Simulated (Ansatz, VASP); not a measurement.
## MgO in VASP and in Ansatz

File INCAR:

```
PREC = Accurate
ENCUT = 520
EDIFF = 1E-6
ISMEAR = 0
SIGMA = 0.01
LREAL = F
LASPH = T
NELM = 100
ALGO = Normal
ISIF = 2
LWAVE = F
LCHARG = F
GGA = PS
NBANDS = 11
```

File KPOINTS:

```
Automatic mesh
0
Gamma
  10 10 10
```

The input POSCAR:

```
MgO
1.0
    0.0000000000      2.1071401257      2.1071401257
    2.1071401257      0.0000000000      2.1071401257
    2.1071401257      2.1071401257      0.0000000000
Mg O
1 1
Direct
    0.0000000000      0.0000000000      0.0000000000
    0.5000000000      0.5000000000      0.5000000000
```

Input for Ansatz:

```yaml
crystal:
  lattice:
    - [0.0, 2.10714012571, 2.10714012571]
    - [2.10714012571, 0.0, 2.10714012571]
    - [2.10714012571, 2.10714012571, 0.0]
  atoms:
    - { symbol: Mg, position: [0.0, 0.0, 0.0] }
    - { symbol: O, position: [0.5, 0.5, 0.5] }
kpoints:
  mp_grid: { grid: [10, 10, 10] }
scf:
  occupations: { method: fixed }
hamiltonian:
  xc: pbesol
  pseudopotentials: { kind: paw }
output:
  forces: true
  stress: true
  eigenvalues: true
  eigenstates:
    nscf_kmesh: { grid: [16, 16, 16] }
    de_dk: true
    e_range: [-9, 14.61873791847]
  optics:
    e_range: [0, 30]
    de: 0.2
    sigma: 0.1
    bands: { spectra_wanted_up_to: 30 }
    nscf_kmesh: { grid: [16, 16, 16] }
checkpoint:
  write: ck
  write_wavefunctions: false
```

Alike in both runs: task single point; functional PBEsol; k mesh 10 × 10 × 10; no spin polarisation.

```csv
,VASP,Ansatz
version,VASP 6.6.1,Ansatz 0.2.0
potentials or method,"VASP PAW PBE potentials, release 64 (Mg, O)","PAW with Ansatz's default frozen-core files, scalar-relativistic"
plane-wave cutoff (eV),520,420
occupations,"gaussian, width 0.01 eV",fixed
valence electrons in the cell,8,16
```

|  | VASP | Ansatz | Ansatz less VASP |
| --- | --- | --- | --- |
| gap on the k mesh at the Fermi level (eV) | 4.62 | 4.62 | 0.000 |
| pressure (GPa) | -0.5 | 0.0 | +0.51 |

VASP's potentials were made for PBE, not for PBEsol. VASP's potentials hold 8 valence electrons a cell and Ansatz's 16, so a difference there can come from the potentials and not from the codes.
